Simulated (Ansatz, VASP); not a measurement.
## Two plane-wave programs on BeTe

```xyz
2
Lattice="0.0000 2.8322 2.8322 2.8322 0.0000 2.8322 2.8322 2.8322 0.0000" Properties=species:S:1:pos:R:3 pbc="T T T"
Be    0.0000    0.0000    0.0000
Te    1.4161    1.4161    1.4161
```

Alike in both runs: task single point; functional PBE; k mesh 8 × 8 × 8; occupations gaussian, width 0.02 eV; no spin polarisation.

|  | VASP | Ansatz |
| --- | --- | --- |
| version | VASP 6.6.1 | Ansatz 0.2.0 |
| potentials or method | VASP PAW PBE potentials, release 64 (Be, Te), cutoff 600 eV | scalar-relativistic, plane waves, PAW |
| valence electrons in the cell | 8 | 18 |

|  | VASP | Ansatz | Ansatz less VASP |
| --- | --- | --- | --- |
| gap on the k mesh at the Fermi level (eV) | 2.02 | 2.03 | +0.014 |
| least direct gap on the mesh (eV) | 3.62 | 3.64 | +0.018 |
| pressure (GPa) | 0.1 | 0.0 | -0.13 |

VASP's potentials hold 8 valence electrons a cell and Ansatz's 18, so a difference there can come from the potentials and not from the codes.

Spin-orbit coupling is off throughout.
